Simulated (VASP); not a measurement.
# I (P6/mmm) in VASP: relaxation of cell and atoms with LDA

Aim: the relaxation of cell and atoms of I with LDA.

All numbers are computed with VASP 6.6.1; they aren't measurements. Logs are shortened: lines on timing, memory, paths and dates and some standing lists are left out, and cuts for length are marked.

### Step 1. The cell of the first run

The structure is hexagonal, space group P6/mmm (No. 191). Conventional cell: a = 4.234 Å, b = 4.234 Å, c = 2.478 Å, α = 90.00°, β = 90.00°, γ = 120.00°. Within 3.3 Å of I (site symmetry 6/mmm) lie 14 I at 2.48 to 2.74 Å. Within 3.2 Å of I (site symmetry -6m2) lie 11 I at 2.44 to 2.74 Å.

### Step 2. Relaxation of cell and atoms, LDA, target pressure 290 GPa, at which the enthalpy is minimised

Input file INCAR:

```
SYSTEM = I
  PREC = Accurate
  ENCUT = 600
  EDIFF = 1E-6
  ISMEAR = -1
  SIGMA = 0.05
  LREAL = .FALSE.
  LASPH = .TRUE.
  NELM = 60
  ALGO = Normal
  ISIF = 3
  LWAVE = .FALSE.
  LCHARG = .FALSE.
  IBRION = 2
  NSW = 32
  EDIFFG = -0.005
  PSTRESS = 2900.0
```

Input file KPOINTS:

```
regular mesh
0
G
  9 9 12
  0 0 0
```

Input file POSCAR:

```
I
1.0
    4.2344876389      0.0000000000      0.0000000000
   -2.1172438194      3.6671738673      0.0000000000
    0.0000000000      0.0000000000      2.4781436714
I
3
Direct
    0.0000000000      0.0000000000      0.0000000000
    0.3333333333      0.6666666667      0.5000000000
    0.6666666667      0.3333333333      0.5000000000
```

Potentials or basis: VASP PAW LDA potentials, release 64 (I).

The run is started by

```
> cat potpaw_LDA.64/I/POTCAR > POTCAR
> mpirun -np 1 vasp_std > vasp.out
```

OUTCAR:

```text
SYSTEM = I
   PREC = Accurate
   ENCUT = 600
   EDIFF = 1E-6
   ISMEAR = -1
   LREAL = .FALSE.
   LASPH = .TRUE.
   NELM = 60
   ISIF = 3
   IBRION = 2
   NSW = 32
   EDIFFG = -0.005
   PSTRESS = 2900.0

 ion  position               nearest neighbor table
   1  0.000  0.000  0.000-   2 2.74   3 2.74   2 2.74   3 2.74   2 2.74   2 2.74   3 2.74   3 2.74
                             3 2.74   3 2.74   2 2.74   2 2.74
   2  0.333  0.667  0.500-   3 2.44   3 2.44   3 2.44   1 2.74   1 2.74   1 2.74   1 2.74   1 2.74
                             1 2.74   3 3.48   3 3.48   3 3.48   3 3.48   3 3.48   3 3.48
   3  0.667  0.333  0.500-   2 2.44   2 2.44   2 2.44   1 2.74   1 2.74   1 2.74   1 2.74   1 2.74
                             1 2.74   2 3.48   2 3.48   2 3.48   2 3.48   2 3.48   2 3.48

  LATTYP: Found a hexagonal cell.
 ALAT       =     4.2344876389
 C/A-ratio  =     0.5852286942

  Lattice vectors:

 A1 = (   4.2344876389,   0.0000000000,   0.0000000000)
 A2 = (  -2.1172438194,   3.6671738673,   0.0000000000)
 A3 = (   0.0000000000,   0.0000000000,   2.4781436714)

Analysis of symmetry for initial positions (statically):
=====================================================================
 Subroutine PRICEL returns:
 Original cell was already a primitive cell.

 Routine SETGRP: Setting up the symmetry group for a
 hexagonal supercell.

 Subroutine GETGRP returns: Found 24 space group operations
 (whereof 24 operations were pure point group operations)
 out of a pool of 24 trial point group operations.

The static configuration has the point symmetry D_6h.

Analysis of symmetry for dynamics (positions and initial velocities):
=====================================================================
 Subroutine PRICEL returns:
 Original cell was already a primitive cell.

 Routine SETGRP: Setting up the symmetry group for a
 hexagonal supercell.

 Subroutine GETGRP returns: Found 24 space group operations
 (whereof 24 operations were pure point group operations)
 out of a pool of 24 trial point group operations.

The dynamic configuration has the point symmetry D_6h.

 Subroutine INISYM returns: Found 24 space group operations
 (whereof 24 operations are pure point group operations),
 and found     1 'primitive' translations

----------------------------------------------------------------------------------------

                                     Primitive cell

  volume of cell :      38.4821

[... 108 lines left out ...]
   IMIX   =      4    mixing-type and parameters
     AMIX     =   0.40;   BMIX     =  1.00
     AMIX_MAG =   1.60;   BMIX_MAG =  1.00
  volume/ion in A,a.u.               =      12.83        86.56
  Fermi-wavevector in a.u.,A,eV,Ry     =   1.337812  2.528097 24.350892  1.789740
  Thomas-Fermi vector in A             =   2.466331
   LORBIT       =      0    0 simple, 1 ext, 2 COOP (PROOUT), +10 PAW based schemes
   GGA     = CA    functional components
   LHFCALC =     F    Hartree Fock is set to
   AEXX    =    0.0000 exact exchange contribution
   IVDW    =     0    specifies the selected vdW correction
   LEPSILON=     F    determine dielectric tensor
   LRPA    =     F    only Hartree local field effects (RPA)
 conjugate gradient relaxation of ions
 non-spin polarized calculation
  energy-cutoff  :      600.00
  volume of cell :       38.48
 maximum number of plane-waves:      1324
 NGX is ok and might be reduce to    36
   NGX = 17   NGY = 17   NGZ =  9

--------------------------------------- Ionic step        1  -------------------------------------------

 number of electron      20.9999996 magnetization

 Free energy of the ion-electron system (eV)
  ---------------------------------------------------
  ext. energy  EPLUGINS =         0.00000000
  ---------------------------------------------------
  free energy    TOTEN  =        17.52509526 eV

  energy without entropy =       17.53828210  energy(sigma->0) =       17.53168868

------------------------ aborting loop because EDIFF is reached ----------------------------------------

  FORCE on cell =-STRESS in cart. coord.  units (eV):
  Direction    XX          YY          ZZ          XY          YZ          ZX
  --------------------------------------------------------------------------------------
  -------------------------------------------------------------------------------------
  Total       69.8896734     69.8896734     69.8709811      0.0000000      0.0000000      0.0000000
  in kB     2909.8107358   2909.8107358   2909.0324912      0.0000000      0.0000000      0.0000000
  external PRESSURE =       9.5513209 kB  Pullay stress =    2900.0000000 kB
[... 65 lines left out ...]
--------------------------------------- Ionic step        3  -------------------------------------------

 number of electron      20.9999996 magnetization

 Free energy of the ion-electron system (eV)
  ---------------------------------------------------
  ext. energy  EPLUGINS =         0.00000000
  ---------------------------------------------------
  free energy    TOTEN  =        17.45652083 eV

  energy without entropy =       17.46967242  energy(sigma->0) =       17.46309663

 E-fermi :  24.6221     XC(G=0): -14.1376

 val. band max:       24.6174290052   @ k =   0.3333   0.0000   0.3333
 cond. band min:      24.6384091061   @ k =   0.3333   0.2222   0.0000
 fundamental gap:      0.0209801009
 Fermi energy:        24.6220949389

 k-point     1 :       0.0000    0.0000    0.0000
  band No.  band energies     occupation
      1      -1.2645      2.00000
      2       8.9292      2.00000
      3       9.0122      2.00000
      4      11.9072      2.00000
      5      11.9072      2.00000
      6      12.3589      2.00000
      7      12.3589      2.00000
      8      22.8022      2.00000
      9      28.2373      0.00000
     10      30.5541      0.00000
     11      30.5541      0.00000
     12      32.3144      0.00000
     13      32.4713      0.00000
     14      33.1276      0.00000
[... 377 lines left out ...]
      1       2.8457      2.00000
      2       2.8457      2.00000
      3       3.1674      2.00000
      4      14.9102      2.00000
      5      15.3966      2.00000
      6      15.3966      2.00000
      7      23.6466      2.00000
      8      23.6466      2.00000
      9      24.7876      0.07046
     10      24.9142      0.00579
     11      25.4745      0.00000
     12      25.4745      0.00000
     13      29.5352      0.00000
     14      29.5354      0.00000

 [... further k-points ...]

------------------------ aborting loop because EDIFF is reached ----------------------------------------

  FORCE on cell =-STRESS in cart. coord.  units (eV):
  Direction    XX          YY          ZZ          XY          YZ          ZX
  --------------------------------------------------------------------------------------
  -------------------------------------------------------------------------------------
  Total       69.7249431     69.7249431     69.7110462      0.0000000      0.0000000      0.0000000
  in kB     2900.1018083   2900.1018083   2899.5237898      0.0000000      0.0000000      0.0000000
  external PRESSURE =      -0.0908645 kB  Pullay stress =    2900.0000000 kB
[... 22 lines left out ...]
  energy  without entropy=       17.4696724247  energy(sigma->0) =       17.46309663

  enthalpy is  TOTEN    =        87.1790162161 eV   P V=       69.7224953864

 reached required accuracy - stopping structural energy minimisation
```

OSZICAR:

```text
N       E                     dE             d eps       ncg     rms          rms(c)
DAV:   1     0.148122565773E+03    0.14812E+03   -0.10539E+04  2352   0.149E+03
DAV:   2     0.235297442050E+02   -0.12459E+03   -0.12095E+03  3228   0.245E+02
DAV:   3     0.172136520087E+02   -0.63161E+01   -0.61629E+01  2998   0.560E+01
[... 20 lines left out ...]
DAV:   2     0.174552111471E+02    0.25505E-02   -0.35309E-03  2706   0.457E-01    0.387E-01
DAV:   3     0.174563453765E+02    0.11342E-02   -0.10721E-03  2634   0.193E-01    0.316E-01
DAV:   4     0.174565005631E+02    0.15519E-03   -0.16887E-04  2712   0.762E-02    0.320E-01
DAV:   5     0.174565207665E+02    0.20203E-04   -0.23835E-05  2634   0.279E-02    0.660E-03
DAV:   6     0.174565208297E+02    0.63209E-07   -0.67843E-07  1404   0.687E-03
   3 F= 0.87179016E+02 E0= 0.87185592E+02  d E =-.112026E-03
```

It took 32 s on 1 thread of Intel Xeon 6975P-C (Granite Rapids), shared host; peak memory 0.18 GiB.

What came out:

* Free energy: 17.4565 eV
* Relaxed volume: 12.84 Å³/atom
* Relaxed cell: a = 4.236 Å, b = 4.236 Å, c = 2.479 Å, α = 90.00°, β = 90.00°, γ = 120.00°
* Space group after relaxing (to 0.1 Å): P6/mmm (No. 191)
* Energy change on relaxing (the run minimises the enthalpy): -22.9 meV/atom
* Ionic steps: 3
* Pressure after relaxing: 290.0 GPa

The path:
```
step  energy change (eV)  largest force (eV/Å)  pressure (GPa)  volume (Å³)
   1              0.0000                0.0000          290.96        38.48
   2             -0.7619                0.0000          280.28        38.91
   3             -0.0686                0.0000          289.99        38.52
```

Final structure:
```
CELL_PARAMETERS angstrom
4.23591 0.00000 0.00000
-2.11796 3.66841 0.00000
0.00000 0.00000 2.47891
ATOMIC_POSITIONS crystal
I 0.00000 0.00000 0.00000
I 0.33333 0.66667 0.50000
I 0.66667 0.33333 0.50000
```

Caveat: the cell is relaxed towards a set pressure, so the run minimises the enthalpy, not the energy; the highest band is partly filled, so the run has too few bands; spin-orbit coupling is left out, which moves the levels of the heavy elements.
